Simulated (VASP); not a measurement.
## Cu: single point with PBEsol

Crystal: Cu.

```
Cu
1.0
    -1.44509    1.44509    1.25121
     1.44509   -1.44509    1.25121
     1.44509    1.44509   -1.25121
Cu
1
Direct
  0.00000 0.00000 0.00000
```

This cell differs from its parent crystal: strain +0.000 along x and y, -0.080 along z.

```json
{
 "Program": "VASP 6.6.1",
 "Task": "single point",
 "Functional": "PBEsol",
 "Potentials or basis": "VASP PAW PBE potentials, release 64 (Cu)",
 "Cutoff": "520 eV",
 "k mesh": "30 × 30 × 30",
 "Occupations": "gaussian, width 0.15 eV",
 "Spin": "no spin polarisation"
}
```

```json
{
 "Pressure": "19.0 GPa",
 "Band gap on the k mesh": "zero (an odd number of electrons rules out a gap without spin polarisation)"
}
```

Stress tensor (GPa, compression positive):
```
17.12  0.00  0.00
 0.00 17.12  0.00
 0.00  0.00 22.79
```

Levels at points of the mesh, in eV from the Fermi level:
```tsv
k point	band 3	band 4	band 5	band 6	band 7	band 8	band 9	band 10
(0.00, 0.00, 0.00)	-3.24	-3.24	-2.84	-2.05	24.25	24.25	28.74	29.03
(0.50, 0.00, 0.00)	-2.43	-1.82	-1.48	-0.47	5.71	17.37	17.74	21.84
(0.50, 0.50, 0.00)	-2.93	-2.38	-1.72	-1.52	3.96	21.32	22.56	25.68
(0.50, 0.50, 0.50)	-1.70	-1.70	-1.54	6.83	6.83	13.02	13.06	14.20
```

It took 4.2 min on 1 thread of Intel Xeon 8259CL, on a shared host, peak memory 0.34 GiB.

Caveat: the cell differs from its parent crystal (strain +0.000 along x and y, -0.080 along z); the stress differs along the axes, from 17 to 23 GPa; the PAW data sets were made with another functional, which shifts forces and pressure a little.
